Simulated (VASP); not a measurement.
# InW8C8 in VASP: notebook

The runs below take InW8C8 through single point, with PBE.

Everything below comes from runs of VASP 6.6.1. Logs are shortened: lines on timing, memory, paths and dates and some standing lists are left out, and cuts for length are marked.

### 1 The cell of the first run

The cell holds a slab with vacuum, 17 atoms: a = 5.801 Å, b = 5.801 Å, c = 15.247 Å, α = 90.00°, β = 90.00°, γ = 120.00°.

### 2 Single point, PBE

File INCAR:

```
ALGO = Normal ; EDIFF = 1E-6
ENCUT = 1000 ; GGA = PE
GGA_COMPAT = False ; ISIF = 2
ISMEAR = 0 ; LASPH = True
LCHARG = False ; LREAL = Auto
LWAVE = False ; NBANDS = 92
NELM = 120 ; NELMDL = -8
PREC = Accurate ; SIGMA = 0.05
```

File KPOINTS:

```
k-points
0
Gamma
  3 3 1
```

File POSCAR:

```
InW8C8
1.0
    5.8006000000      0.0000000000      0.0000000000
   -2.9003000000      5.0234670000      0.0000000000
    0.0000000000      0.0000000000     15.2466500000
W C In
8 8 1
Direct
    0.0000000000      0.0000000000      0.0655881784
    0.0042588353      0.0029179051      0.2515441753
    0.0000000498      0.5000000995      0.0655881784
    0.0013929069      0.5015697326      0.2544192987
    0.5000000000      0.0000000000      0.0655881784
    0.5031704397      0.0011965840      0.2541595695
    0.5000000498      0.5000000995      0.0655881784
    0.5029998410      0.5035544177      0.2542096788
    0.3336798323      0.1668986777      0.1519465588
    0.3395483784      0.1714206543      0.3266422460
    0.3338371291      0.6669222670      0.1523009317
    0.3376171246      0.6708347044      0.3287871106
    0.8326956809      0.1669098254      0.1520053913
    0.8471711913      0.1745768411      0.3307409169
    0.8326575455      0.6659615759      0.1520610101
    0.8471020924      0.6757116151      0.3307264875
    0.8204577659      0.9133476939      0.4510920760
```

Potentials or basis: VASP PAW PBE potentials, release 64 (W_sv, C_h, In_d).

On the command line:

```
> cat potpaw_PBE.64/W_sv/POTCAR potpaw_PBE.64/C_h/POTCAR potpaw_PBE.64/In_d/POTCAR > POTCAR
> mpirun -np 1 vasp_std > vasp.out
```

OUTCAR:

```text
EDIFF = 1E-6
   ENCUT = 1000
   GGA = PE
   ISIF = 2
   ISMEAR = 0
   LASPH = True
   LREAL = Auto
   NELM = 120
   NELMDL = -8
   PREC = Accurate

 ion  position               nearest neighbor table
   1  0.000  0.000  0.066-   9 2.13  15 2.13  13 2.13   2 2.84   7 2.90   3 2.90   5 2.90   5 2.90
                             3 2.90   7 2.90
   2  0.004  0.003  0.252-  10 2.04  16 2.04  14 2.05   9 2.25  13 2.27  15 2.27   1 2.84   8 2.90
                             6 2.90   4 2.90   4 2.90   6 2.90   8 2.90  17 3.18
   3  0.000  0.500  0.066-  13 2.13  15 2.13  11 2.14   4 2.88   5 2.90   1 2.90   7 2.90   7 2.90
                             1 2.90   5 2.90
   4  0.001  0.502  0.254-  14 2.01  16 2.02  12 2.03  11 2.28  15 2.29  13 2.29   3 2.88   6 2.90
                             8 2.90   2 2.90   2 2.90   8 2.90   6 2.90
   5  0.500  0.000  0.066-  13 2.13   9 2.13  11 2.13   6 2.88   3 2.90   7 2.90   1 2.90   1 2.90
                             7 2.90   3 2.90
   6  0.503  0.001  0.254-  10 2.01  12 2.01  14 2.09  13 2.27  11 2.29   9 2.29   5 2.88   8 2.89
                             4 2.90   2 2.90   2 2.90   4 2.90   8 2.91  17 3.69
   7  0.500  0.500  0.066-  15 2.13   9 2.13  11 2.13   8 2.88   1 2.90   5 2.90   3 2.90   3 2.90
                             5 2.90   1 2.90
   8  0.503  0.504  0.254-  10 2.00  12 2.02  16 2.09  15 2.27  11 2.28   9 2.30   7 2.88   6 2.89
                             4 2.90   2 2.90   2 2.90   4 2.90   6 2.91  17 3.70
   9  0.334  0.167  0.152-   7 2.13   5 2.13   1 2.13   2 2.25   6 2.29   8 2.30
  10  0.340  0.171  0.327-   8 2.00   6 2.01   2 2.04
  11  0.334  0.667  0.152-   5 2.13   7 2.13   3 2.14   8 2.28   4 2.28   6 2.29
  12  0.338  0.671  0.329-   6 2.01   8 2.02   4 2.03
  13  0.833  0.167  0.152-   5 2.13   3 2.13   1 2.13   2 2.27   6 2.27   4 2.29
  14  0.847  0.175  0.331-   4 2.01   2 2.05   6 2.09  17 2.34
  15  0.833  0.666  0.152-   7 2.13   3 2.13   1 2.13   2 2.27   8 2.27   4 2.29
  16  0.847  0.676  0.331-   4 2.02   2 2.04   8 2.09  17 2.35
  17  0.820  0.913  0.451-  14 2.34  16 2.35   2 3.18   6 3.69   8 3.70

  LATTYP: Found a hexagonal cell.
 ALAT       =     5.8006000000
 C/A-ratio  =     2.6284608489

  Lattice vectors:

 A1 = (   5.8006000000,   0.0000000000,   0.0000000000)
 A2 = (  -2.9003000000,   5.0234670000,   0.0000000000)
 A3 = (   0.0000000000,   0.0000000000,  15.2466500000)

Analysis of symmetry for initial positions (statically):
=====================================================================
 Subroutine PRICEL returns:
 Original cell was already a primitive cell.

 Routine SETGRP: Setting up the symmetry group for a
 hexagonal supercell.

 Subroutine GETGRP returns: Found  1 space group operations
 (whereof  1 operations were pure point group operations)
 out of a pool of 24 trial point group operations.

The static configuration has the point symmetry C_1 .

Analysis of symmetry for dynamics (positions and initial velocities):
=====================================================================
 Subroutine PRICEL returns:
 Original cell was already a primitive cell.

 Routine SETGRP: Setting up the symmetry group for a
 hexagonal supercell.

 Subroutine GETGRP returns: Found  1 space group operations
 (whereof  1 operations were pure point group operations)
 out of a pool of 24 trial point group operations.

The dynamic configuration has the point symmetry C_1 .

 Subroutine INISYM returns: Found  1 space group operations
 (whereof  1 operations are pure point group operations),
 and found     1 'primitive' translations

----------------------------------------------------------------------------------------

                                     Primitive cell

  volume of cell :     444.2740

  direct lattice vectors                    reciprocal lattice vectors
     5.800600000  0.000000000  0.000000000     0.172395959  0.099532853  0.000000000
    -2.900300000  5.023467000  0.000000000     0.000000000  0.199065705  0.000000000
     0.000000000  0.000000000 15.246650000     0.000000000  0.000000000  0.065588178

  length of vectors
     5.800600000  5.800600037 15.246650000     0.199065706  0.199065705  0.065588178

  position of ions in fractional coordinates (direct lattice)
     0.000000000  0.000000000  0.065588178
     0.004258835  0.002917905  0.251544175
     0.000000050  0.500000099  0.065588178
     0.001392907  0.501569733  0.254419299
     0.500000000  0.000000000  0.065588178
     0.503170440  0.001196584  0.254159569
[... 9 lines left out ...]
     0.847102092  0.675711615  0.330726488
     0.820457766  0.913347694  0.451092076

  ion indices of the primitive-cell ions
   primitive index   ion index
                 1           1
                 2           2
                 3           3
                 4           4
                 5           5
                 6           6
[... 9 lines left out ...]
                16          16
                17          17

----------------------------------------------------------------------------------------

 KPOINTS: k-points

Automatic generation of k-mesh.
 Grid dimensions read from file:
 generate k-points for:    3    3    1

 Generating k-lattice:

  Cartesian coordinates                     Fractional coordinates (reciprocal lattice)
     0.057465320  0.033177618  0.000000000     0.333333333 -0.000000000  0.000000000
     0.000000000  0.066355235  0.000000000     0.000000000  0.333333333  0.000000000
     0.000000000  0.000000000  0.065588178     0.000000000  0.000000000  1.000000000

  Length of vectors
     0.066355235  0.066355235  0.065588178

  Shift w.r.t. Gamma in fractional coordinates (k-lattice)
     0.000000000  0.000000000  0.000000000

 Subroutine IBZKPT returns following result:
 ===========================================

 Found      5 irreducible k-points:

 Following reciprocal coordinates:
            Coordinates               Weight
  0.000000  0.000000  0.000000      1.000000
  0.333333 -0.000000  0.000000      2.000000
  0.000000  0.333333  0.000000      2.000000
 -0.333333  0.333333  0.000000      2.000000
  0.333333  0.333333  0.000000      2.000000
   k-points           NKPTS =      5   k-points in BZ     NKDIM =      5   number of bands    NBANDS=     92
   number of dos      NEDOS =    301   number of ions     NIONS =     17
   total plane-waves  NPLWV = 576000
   dimension x,y,z NGX =    60 NGY =   60 NGZ =  160
   dimension x,y,z NGXF=   120 NGYF=  120 NGZF=  320
   ions per type =               8   8   1
   NGX,Y,Z   is equivalent  to a cutoff of  17.20, 17.20, 17.45 a.u.
   NGXF,Y,Z  is equivalent  to a cutoff of  34.39, 34.39, 34.89 a.u.
 SYSTEM =  unknown system
   PREC   = accura    normal or accurate (medium, high low for compatibility)
   ISTART =      0    job   : 0-new  1-cont  2-samecut
   ICHARG =      2    charge: 1-file 2-atom 10-const
   ISPIN  =      1    spin polarized calculation?
   LNONCOLLINEAR =      F non collinear calculations
   LSORBIT =      F    spin-orbit coupling
   LASPH  =      T    aspherical Exc in radial PAW
   ENCUT  = 1000.0 eV  73.50 Ry    8.57 a.u.  14.96 14.96 39.31*2*pi/ulx,y,z
   NELM   =    120;   NELMIN=  2; NELMDL= -8     # of ELM steps
   EDIFF  = 0.1E-05   stopping-criterion for ELM
   LREAL  =      T    real-space projection
   EDIFFG = 0.1E-04   stopping-criterion for IOM
   NSW    =      0    number of steps for IOM
   IBRION =     -1    ionic relax: 0-MD 1-quasi-New 2-CG
   NFREE  =      0    steps in history (QN), initial steepest desc. (CG)
   ISIF   =      2    stress and relaxation
   ISYM   =      2    0-nonsym 1-usesym 2-fastsym
   POTIM  = 0.5000    time-step for ionic-motion
   TEBEG  =    0.0;   TEEND  =   0.0 temperature during run
   PSTRESS=    0.0 pullay stress
   NELECT =     157.0000    total number of electrons
   NUPDOWN=      -1.0000    fix difference up-down
   EMIN   =  10.00;   EMAX   =-10.00  energy-range for DOS
   EFERMI =   0.00;   METHOD = LEGACY
   ISMEAR =     0;   SIGMA  =   0.05  broadening in eV -4-tet -1-fermi 0-gaus
   EFERMI_NEDOS =   21; number of points for ismear=-14 and -15
   IALGO  =     38    algorithm
   IMIX   =      4    mixing-type and parameters
     AMIX     =   0.40;   BMIX     =  1.00
     AMIX_MAG =   1.60;   BMIX_MAG =  1.00
  volume/ion in A,a.u.               =      26.13       176.36
  Fermi-wavevector in a.u.,A,eV,Ry     =   1.157420  2.187207 18.226659  1.339622
  Thomas-Fermi vector in A             =   2.294032
   LORBIT       =      0    0 simple, 1 ext, 2 COOP (PROOUT), +10 PAW based schemes
   GGA     = PE    functional components
   LHFCALC =     F    Hartree Fock is set to
   AEXX    =    0.0000 exact exchange contribution
   IVDW    =     0    specifies the selected vdW correction
   LEPSILON=     F    determine dielectric tensor
   LRPA    =     F    only Hartree local field effects (RPA)
 non-spin polarized calculation
 Gauss-broadening in eV      SIGMA  =   0.05
  energy-cutoff  :     1000.00
  volume of cell :      444.27
 maximum number of plane-waves:     31965
   NGX = 29   NGY = 29   NGZ = 79

 number of electron     157.0000004 magnetization

 Free energy of the ion-electron system (eV)
  ---------------------------------------------------
  ext. energy  EPLUGINS =         0.00000000
  ---------------------------------------------------
  free energy    TOTEN  =      -166.10460420 eV

  energy without entropy =     -166.09960580  energy(sigma->0) =     -166.10210500

 E-fermi :   2.1116     XC(G=0):  -7.1798

 val. band max:        1.9494713018   @ k =   0.0000   0.3333   0.0000
 cond. band min:       2.1354988123   @ k =   0.3333  -0.0000   0.0000
 fundamental gap:      0.1860275105
 Fermi energy:         2.1116429264

 k-point     1 :       0.0000    0.0000    0.0000
  band No.  band energies     occupation
      1     -71.9612      2.00000
      2     -71.9293      2.00000
      3     -71.9111      2.00000
      4     -71.9029      2.00000
      5     -71.8782      2.00000
      6     -71.8702      2.00000
[... 454 lines left out ...]
     89       4.2511      0.00000
     90       4.5376      0.00000
 [bands above 90 left out]

------------------------ aborting loop because EDIFF is reached ----------------------------------------

  FORCE on cell =-STRESS in cart. coord.  units (eV):
  Direction    XX          YY          ZZ          XY          YZ          ZX
  --------------------------------------------------------------------------------------
  -------------------------------------------------------------------------------------
  Total        7.6352303      8.6264190      0.8524621     -0.5137722     -0.7157541     -0.7387852
  in kB       27.5347933     31.1092992      3.0742188     -1.8528076     -2.5812110     -2.6642678
  external PRESSURE =      20.5727704 kB  Pullay stress =       0.0000000 kB

 VOLUME and BASIS-vectors are now :
 -----------------------------------------------------------------------------
  energy-cutoff  :     1000.00
  volume of cell :      444.27
      direct lattice vectors                 reciprocal lattice vectors
     5.800600000  0.000000000  0.000000000     0.172395959  0.099532853  0.000000000
    -2.900300000  5.023467000  0.000000000     0.000000000  0.199065705  0.000000000
     0.000000000  0.000000000 15.246650000     0.000000000  0.000000000  0.065588178

 POSITION                                       TOTAL-FORCE (eV/Angst)
 -----------------------------------------------------------------------------------
      0.00000      0.00000      1.00000        -0.008253      0.001732     -0.278099
      0.01624      0.01466      3.83521         0.000553      0.008826     -0.010836
     -1.45015      2.51173      1.00000        -0.006157      0.006925      0.095117
     -1.44662      2.51962      3.87904         0.002677      0.000893     -0.018120
      2.90030      0.00000      1.00000         0.070850      0.029222     -0.009300
      2.91522      0.00601      3.87508         0.013927      0.011319     -0.019074
[... 9 lines left out ...]
      2.95393      3.39441      5.04247         0.023355     -0.011478      0.072384
      2.11017      4.58817      6.87764        -0.210492     -0.109248      0.015634
 -----------------------------------------------------------------------------------
    total drift:                               -0.035524      0.014336      0.015436

  FREE ENERGIE OF THE ION-ELECTRON SYSTEM (eV)
  ---------------------------------------------------
  free  energy   TOTEN  =      -166.1046041987 eV

  energy  without entropy=     -166.0996057965  energy(sigma->0) =     -166.10210500
```

Run time: 21 min. Hardware: 1 thread of Intel Xeon 6975P-C (Granite Rapids), shared host; peak memory 1.3 GiB.

What came out:

| Property | Result |
| --- | --- |
| Free energy | -166.1046 eV |
| Largest force | 0.278 eV/Å |
| Band gap on the k mesh | zero (an odd number of electrons rules out a gap without spin polarisation) |

Forces in eV/Å, atoms in the order of the input:
```
W   -0.008  0.002 -0.278
W    0.001  0.009 -0.011
W   -0.006  0.007  0.095
W    0.003  0.001 -0.018
W    0.071  0.029 -0.009
W    0.014  0.011 -0.019
W    0.047  0.064 -0.008
W    0.011  0.015 -0.022
C    0.002  0.001 -0.002
C    0.021 -0.009  0.059
C    0.001  0.002 -0.001
C    0.015 -0.016  0.069
C    0.001  0.001 -0.003
C    0.015  0.004  0.064
C    0.001  0.000 -0.002
C    0.023 -0.011  0.072
In  -0.210 -0.109  0.016
```

Levels at points of the mesh, in eV from the Fermi level:
```csv
k point,band 76,band 77,band 78,band 79,band 80,band 81,band 82,band 83
"(0.00, 0.00, 0.00)",0.17,0.20,0.30,0.30,0.47,0.84,0.96,1.13
```

Caveat: the k points lie up to 0.42 Å⁻¹ apart, too coarse for converged energies and pressures of a metal; there is no dipole correction, which matters where the two faces differ; spin-orbit coupling is left out, which moves the levels of the heavy elements; an odd number of electrons without spin polarisation forces a metal; a magnetic or distorted state may lie lower.

(Continued in part 2 of 2.)

The gap in the log of VASP goes by the Fermi energy; the results here count the filled bands.